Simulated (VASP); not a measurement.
Input of a VASP 6.6.1 run:

INCAR

```
SYSTEM = Be
ALGO     = Normal         ! electronic algorithm
EDIFF    = 1E-6           ! SCF threshold, eV
EDIFFG   = -0.005         ! ionic threshold
ENCUT    = 600            ! plane-wave cutoff, eV
GGA      = PE             ! functional
IBRION   = 2              ! ionic algorithm
ISIF     = 3              ! what is computed and relaxed
ISMEAR   = -1             ! smearing method
LASPH    = .True.         ! aspherical terms in the spheres
LCHARG   = .False.        ! write CHGCAR
LREAL    = .False.        ! projectors in reciprocal space
LWAVE    = .False.        ! write WAVECAR
NELM     = 80             ! most SCF steps
NSW      = 60             ! ionic steps
PREC     = Accurate       ! precision mode
PSTRESS  = 4200.0       
SIGMA    = 0.08           ! smearing width, eV
```

File KPOINTS:

```
k-points
0
Gamma
  27 27 27
  0 0 0
```

POSCAR

```
Be
1.0
    0.0000000000      1.1908837130      1.1908837130
    1.1908837130      0.0000000000      1.1908837130
    1.1908837130      1.1908837130      0.0000000000
Be
1
Direct
    0.0000000000      0.0000000000      0.0000000000
```

Potentials or basis: VASP PAW PBE potentials, release 64 (Be).

Launch:

```console
$ cat potpaw_PBE.64/Be/POTCAR > POTCAR
$ mpirun -np 1 vasp_std > vasp.out
```

**Question.** Predict the space group after relaxing (to 0.1 Å).

**Answer.** Fm-3m (No. 225).

**Question.** Estimate the relaxed volume.

**Answer.** 3.38 Å³/atom.

Step by step:
| step | energy change (eV) | largest force (eV/Å) | pressure (GPa) | volume (Å³) |
| --- | --- | --- | --- | --- |
| 1 | 0.0000 | 0.0000 | 422.01 | 3.38 |
| 2 | -0.0541 | 0.0000 | 414.72 | 3.40 |
| 3 | -0.0144 | 0.0000 | 420.05 | 3.38 |

Caveat: the cell is relaxed towards a set pressure, so the run minimises the enthalpy, not the energy.
